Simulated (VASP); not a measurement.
# GaP (F-43m) in VASP: a series of runs, part 2 of 2

VASP 6.6.1.

## Step 3: G0W0 quasiparticle levels, PBE

POSCAR reads:

```
GaP
1.0
    0.0000000000      2.7255000000      2.7255000000
    2.7255000000      0.0000000000      2.7255000000
    2.7255000000      2.7255000000      0.0000000000
Ga P
1 1
Direct
    0.0000000000      0.0000000000      0.0000000000
    0.2500000000      0.2500000000      0.2500000000
```

INCAR.step1 reads:

```
SYSTEM = GaP
ALGO = Normal
EDIFF = 1E-8
ENCUT = 500
GGA = PE
ISMEAR = 0
LASPH = .True.
LCHARG = .False.
LREAL = .False.
LWAVE = .True.
NELM = 100
PREC = Accurate
SIGMA = 0.01
```

INCAR.step2 reads:

```
SYSTEM = GaP
ALGO = Exact
EDIFF = 1E-8
ENCUT = 500
GGA = PE
ISMEAR = 0
ISTART = 1
LASPH = .True.
LCHARG = .False.
LOPTICS = .True.
LREAL = .False.
LWAVE = .True.
NBANDS = 408
NELM = 1
PREC = Accurate
SIGMA = 0.01
```

INCAR.step3 reads:

```
SYSTEM = GaP
ALGO = EVGW0
EDIFF = 1E-8
ENCUT = 500
ENCUTGW = 180.0
GGA = PE
ISMEAR = 0
ISTART = 1
LASPH = .True.
LCHARG = .False.
LREAL = .False.
LWAVE = .False.
NBANDS = 408
NBANDSGW = 17
NELMGW = 1
NOMEGA = 48
PREC = Accurate
PRECFOCK = Fast
SIGMA = 0.01
```

KPOINTS reads:

```
k-points
0
Gamma
  2 2 2
  0 0 0
```

Potentials or basis: VASP PAW PBE potentials, release 64 (Ga_d_GW, P_GW).

The run is started by

```bash
$ cat potpaw_PBE.64/Ga_d_GW/POTCAR potpaw_PBE.64/P_GW/POTCAR > POTCAR
$ cp INCAR.step1 INCAR
$ mpirun -np 1 vasp_std > vasp.out
$ cp INCAR.step2 INCAR
$ mpirun -np 1 vasp_std > vasp.out
$ cp INCAR.step3 INCAR
$ mpirun -np 1 vasp_std > vasp.out
```

OUTCAR:

```text
SYSTEM = GaP
   EDIFF = 1E-8
   ENCUT = 500
   ENCUTGW = 180.0
   GGA = PE
   ISMEAR = 0
   ISTART = 1
   LASPH = .True.
   LREAL = .False.
   NELMGW = 1
   PREC = Accurate
   PRECFOCK = Fast

 ion  position               nearest neighbor table
   1  0.000  0.000  0.000-   2 2.36   2 2.36   2 2.36   2 2.36
   2  0.250  0.250  0.250-   1 2.36   1 2.36   1 2.36   1 2.36

  LATTYP: Found a face centered cubic cell.
 ALAT       =     5.4510000000

  Lattice vectors:

 A1 = (   0.0000000000,   2.7255000000,   2.7255000000)
 A2 = (   2.7255000000,   0.0000000000,   2.7255000000)
 A3 = (   2.7255000000,   2.7255000000,   0.0000000000)

Analysis of symmetry for initial positions (statically):
=====================================================================
 Subroutine PRICEL returns:
 Original cell was already a primitive cell.

[... 120 lines left out ...]
  volume/ion in A,a.u.               =      20.25       136.63
  Fermi-wavevector in a.u.,A,eV,Ry     =   1.249423  2.361067 21.239480  1.561058
  Thomas-Fermi vector in A             =   2.383464
   LORBIT       =      0    0 simple, 1 ext, 2 COOP (PROOUT), +10 PAW based schemes
   GGA     = PE    functional components
   LHFCALC =     T    Hartree Fock is set to
   PRECFOCK=fast      Normal, Fast or Accurate (Low or Medium for compatibility)
   ENCUT4O =  -1.0   cutoff for four orbital integrals eV
   NKREDX  =     1    reduce k-point grid by
   NKREDY  =     1    reduce k-point grid by
   NKREDZ  =     1    reduce k-point grid by
   AEXX    =    1.0000 exact exchange contribution
   HFSCREEN=    0.0000 screening length (either q_TF or 0.3 A-1)
   HFSCREENC=   0.0000 screening length for correlation (either q_TF or 0.3 A-1)
   ENCUTFOCK=  -1.0 apply spherical cutoff to Coloumb kernel
   IVDW    =     0    specifies the selected vdW correction
   LEPSILON=     F    determine dielectric tensor
   LRPA    =     F    only Hartree local field effects (RPA)
   LRPAFORCE           =     F    calculate RPA forces
   ENCUTGW             = 180.0    cutoff for response function in eV
   ENCUTGWSOFT         = 144.0    soft cutoff for Coulomb kernel in GW response function in eV
   ENCUTLF             =  -1.0    cutoff for local field effects
   NELMGW              =     1    number of iterations in solving QP/BSE equation
   NELMHF              =     1    number of iterations in the inner HF iteration
   NKREDLFX            =     1    NKREDLFY  =   1   NKREDLFZ  =   1
 non-spin polarized calculation
 Gauss-broadening in eV      SIGMA  =   0.01
  energy-cutoff  :      500.00
  volume of cell :       40.49
 maximum number of plane-waves:      1056
 NGX is ok and might be reduce to    28
  NGX = 16; NGY = 16; NGZ = 16
   NGX = 13   NGY = 13   NGZ = 13
 maximum number of plane-waves:       229

 QP shifts <psi_nk| G(iteration)W_0 |psi_nk>: iteration 1
 for sc-GW calculations column KS-energies equals QP-energies in previous step
 and V_xc(KS)=  KS-energies - (<T + V_ion + V_H > + <T+V_H+V_ion>^1  + <V_x>^1)

 k-point   1 :       0.0000    0.0000    0.0000
  band No.  KS-energies  QP-energies   sigma(KS)   V_xc(KS)     V^pw_x(r,r')   Z            occupation Imag(sigma)

      1     -10.1940     -12.3895     -24.8355     -21.6931     -35.0877       0.6987       2.0000       0.2590
      2     -10.1940     -12.3895     -24.8355     -21.6931     -35.0877       0.6987       2.0000       0.2590
      3     -10.1940     -12.3895     -24.8355     -21.6931     -35.0877       0.6987       2.0000       0.2590
      4     -10.1058     -12.3176     -24.9561     -21.7987     -35.1593       0.7006       2.0000       0.2323
      5     -10.1058     -12.3176     -24.9561     -21.7987     -35.1593       0.7006       2.0000       0.2323
      6      -7.8259      -8.3983     -12.1544     -11.3238     -18.4808       0.6892       2.0000       1.0208
[... 38 lines left out ...]
      3     -10.1316     -12.3558     -24.9779     -21.8201     -35.2457       0.7043       2.0000       0.2480
      4     -10.1316     -12.3558     -24.9779     -21.8201     -35.2457       0.7043       2.0000       0.2480
      5     -10.0850     -12.3198     -24.9982     -21.8388     -35.2097       0.7074       2.0000       0.2243
      6      -4.7676      -5.5818     -13.7339     -12.6255     -19.0014       0.7346       2.0000       0.7548
[... 9 lines left out ...]
     16      17.5597      17.5825     -11.0198     -11.0491      -4.8293       0.7788       0.0000      -0.4297
     17      17.5597      17.5825     -11.0198     -11.0491      -4.8293       0.7788       0.0000      -0.4297
```

OUTCAR.step2:

```text
SYSTEM = GaP
   EDIFF = 1E-8
   ENCUT = 500
   GGA = PE
[... 605 lines left out ...]
  --------------------------------------------------------------------------------------------------------------
     0.00000    71.89292    71.89292    71.89292    -0.00000     0.00000    -0.00000
     3.25491    -6.46046    -6.46046    -6.46046    -0.00000     0.00000    -0.00000
     6.50981   -21.25789   -21.25789   -21.25789     0.00000    -0.00000     0.00000
     9.76472    -7.63552    -7.63552    -7.63552     0.00000    -0.00000     0.00000
    13.01962    -2.91326    -2.91326    -2.91326    -0.00000    -0.00000     0.00000
    16.27453    -1.30795    -1.30795    -1.30795     0.00000    -0.00000     0.00000
[... 92 lines left out ...]
   318.98073     0.99159     0.99159     0.99159     0.00000    -0.00000     0.00000
   322.23564     0.99177     0.99177     0.99177     0.00000    -0.00000     0.00000
```

Run time: 70 s. Hardware: 1 thread of Intel Xeon 8259CL, shared host; peak memory 0.27 GiB.

Results:

```yaml
Band_gap_on_the_k_mesh_mean-field_level: 1.46 eV, indirect (least direct gap 1.76 eV)
Quasiparticle_gap: 1.88 eV
Least_direct_quasiparticle_gap: 2.67 eV
```

Levels at points of the mesh, in eV from the valence-band top:
```tsv
k point	band 7	band 8	band 9	band 10	band 11	band 12
(0.00, 0.00, 0.00)	0.00	0.00	0.00	1.76	3.65	3.65
(0.50, 0.00, 0.00)	-6.79	-1.17	-1.17	1.53	4.50	4.50
(0.50, 0.50, 0.00)	-6.95	-2.78	-2.78	1.46	1.67	10.45
```

Caveat: the k points lie up to 1.00 Å⁻¹ apart; bands, screening cutoff and mesh are small and nothing is extrapolated, so the quasiparticle values aren't converged. A k mesh can miss the band edges.
